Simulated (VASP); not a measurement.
Here is a VASP 6.6.1 calculation.

INCAR

```
PREC = Accurate
ENCUT = 520
EDIFF = 1E-6
ISMEAR = -1
SIGMA = 0.05
LREAL = False
LASPH = True
NELM = 150
ALGO = Normal
ISIF = 2
LWAVE = False
LCHARG = True
MAGMOM = 0 0 0 0 0 0
LORBIT = 11
LSORBIT = True
GGA_COMPAT = False
LORBMOM = True
LMAXMIX = 4
GGA = PS
LVHAR = True
NBANDS = 37
```

KPOINTS

```
regular mesh
0
Gamma
  14 14 12
```

Contents of POSCAR:

```
TaRu
1.0
    3.0236177648      0.0000000000      0.0000000000
    0.0000000000      3.0236177648      0.0000000000
    0.0000000000      0.0000000000      3.3871936068
Ta Ru
1 1
Direct
    0.5000000000      0.5000000000      0.5000000000
    0.0000000000      0.0000000000      0.0000000000
```

Potentials or basis: VASP PAW PBE potentials, release 64 (Ta_pv, Ru_pv).

The run is started by

```console
$ cat potpaw_PBE.64/Ta_pv/POTCAR potpaw_PBE.64/Ru_pv/POTCAR > POTCAR
$ mpirun -np 1 vasp_ncl > vasp.out
```

(1) Predict the net moment.

(2) Estimate the pressure.

Answers

(1) 0.00 μB per cell.

(2) 0.2 GPa.

Caveat: the PAW data sets were made with another functional, which shifts forces and pressure a little.
